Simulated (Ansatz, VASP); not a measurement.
# Au in VASP and in Ansatz

The input INCAR:

```
ALGO = Normal
EDIFF = 1E-7
ENCUT = 520
GGA = CA
ISIF = 2
ISMEAR = 0
LASPH = True
LCHARG = True
LELF = True
LREAL = False
LVHAR = True
LWAVE = False
NBANDS = 12
NELM = 100
PREC = Accurate
SIGMA = 0.05
```

File KPOINTS:

```
k-points
0
Gamma
  18 18 18
```

The input POSCAR:

```
Au
1.0
    0.0000000000      2.0242108135      2.0242108135
    2.0242108135      0.0000000000      2.0242108135
    2.0242108135      2.0242108135      0.0000000000
Au
1
Direct
    0.0000000000      0.0000000000      0.0000000000
```

Input for Ansatz:

```yaml
crystal:
  lattice:
    - [0.0, 2.0242108135, 2.0242108135]
    - [2.0242108135, 0.0, 2.0242108135]
    - [2.0242108135, 2.0242108135, 0.0]
  atoms:
    - { symbol: Au, position: [0.0, 0.0, 0.0] }
basis:
  ecutwfc: 420
  ecutrho_ratio: 4
kpoints:
  mp_grid: { grid: [18, 18, 18] }
  band_path:
    path:
      - [[0.0, 0.0, 0.0], [0.5, 0.0, 0.5], [0.625, 0.25, 0.625]]
      - [[0.375, 0.375, 0.75], [0.0, 0.0, 0.0], [0.5, 0.5, 0.5], [0.5, 0.25, 0.75], [0.5, 0.0, 0.5]]
    npoints: 14
hamiltonian:
  xc: lda
scf:
  occupations: { method: gaussian, width: 0.05 }
output:
  forces: true
  stress: true
  eigenvalues: true
  populations: true
  dos: { projected: true, de: 0.02, nscf_kmesh: { grid: [27, 27, 27] } }
  bader: true
```

Alike in both runs: task single point; functional LDA; k mesh 18 × 18 × 18; occupations gaussian, width 0.05 eV; no spin polarisation.

```csv
,VASP,Ansatz
version,VASP 6.6.1,Ansatz 0.2.0
potentials or method,"VASP PAW LDA potentials, release 64 (Au), cutoff 520 eV","scalar-relativistic, plane waves, PAW"
valence electrons in the cell,11,19
```

Ansatz gave:

```
pressure (GPa) : 0.0
```

Question: Estimate VASP's values.

Answer: Pressure (GPa): 0.5.

LDA's correlation is that of Perdew and Zunger in VASP and of Perdew and Wang (1992) in Ansatz. VASP's potentials hold 11 valence electrons a cell and Ansatz's 19, so a difference there can come from the potentials and not from the codes.

Neither program's run includes spin-orbit coupling.
